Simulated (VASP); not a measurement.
Crystal: HfO2.

```
CELL_PARAMETERS angstrom
3.61685 0.00000 0.00000
1.80843 3.13228 0.00000
1.80843 1.04409 2.95315
ATOMIC_POSITIONS crystal
Hf 0.00000 0.00000 0.00000
O 0.25000 0.25000 0.25000
O 0.75000 0.75000 0.75000
```

| Item | Value |
| --- | --- |
| Program | VASP 6.6.1 |
| Task | relaxation of cell and atoms |
| Functional | PBE |
| Potentials or basis | VASP PAW PBE potentials, release 64 (Hf_pv, O) |
| Cutoff | 600 eV |
| k mesh | 6 × 6 × 6 |
| Occupations | gaussian, width 0.01 eV |
| Spin | no spin polarisation |

At the start: pressure -6.2 GPa; volume 11.15 Å³/atom.

Q: Where does the relaxation end?

A: Over 3 steps the energy falls by 5.7 meV/atom and the volume is 10.87 Å³/atom (-2.6 %); space group Fm-3m (No. 225, to 0.05 Å).

Step by step:
| step | energy change (eV) | largest force (eV/Å) | pressure (GPa) | volume (Å³) |
| --- | --- | --- | --- | --- |
| 1 | 0.0000 | 0.0000 | -6.23 | 33.46 |
| 2 | 0.0193 | 0.0000 | 10.18 | 31.40 |
| 3 | -0.0172 | 0.0000 | -0.02 | 32.60 |

Final structure:
```
CELL_PARAMETERS angstrom
3.58567 0.00000 0.00000
1.79283 3.10528 0.00000
1.79283 1.03509 2.92769
ATOMIC_POSITIONS crystal
Hf 0.00000 0.00000 0.00000
O 0.25000 0.25000 0.25000
O 0.75000 0.75000 0.75000
```
